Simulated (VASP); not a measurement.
Input of a VASP 6.6.1 run:

INCAR

```
PREC = Accurate ; ENCUT = 520
EDIFF = 1E-8 ; ISMEAR = -1
SIGMA = 0.08 ; LREAL = F
LASPH = T ; NELM = 60
ALGO = Normal ; ISIF = 2
LWAVE = F ; LCHARG = F
GGA = CA ; LEFG = T
NBANDS = 13
```

KPOINTS

```
regular mesh
0
Gamma
  13 13 13
```

POSCAR

```
Sn
1.0
   -1.6741358017      1.9349155995      2.0865769280
    1.6741358017     -1.9349155995      2.0865769280
    1.6741358017      1.9349155995     -2.0865769280
Sn
1
Direct
    0.0000000000      0.0000000000      0.0000000000
```

Potentials or basis: VASP PAW LDA potentials, release 64 (Sn_d).

Launch:

```sh
$ cat potpaw_LDA.64/Sn_d/POTCAR > POTCAR
$ mpirun -np 1 vasp_std > vasp.out
```

(1) Predict the band gap on the k mesh.

(2) Estimate the pressure.

Answers

(1) zero (bands 7 and 8 overlap by 9.04 eV).

(2) -2.6 GPa.

Caveat: without QUAD_EFG the Cq values of the log hold for a quadrupole moment of 1 mb, not for the nuclei; spin-orbit coupling is left out, which moves the levels of the heavy elements.
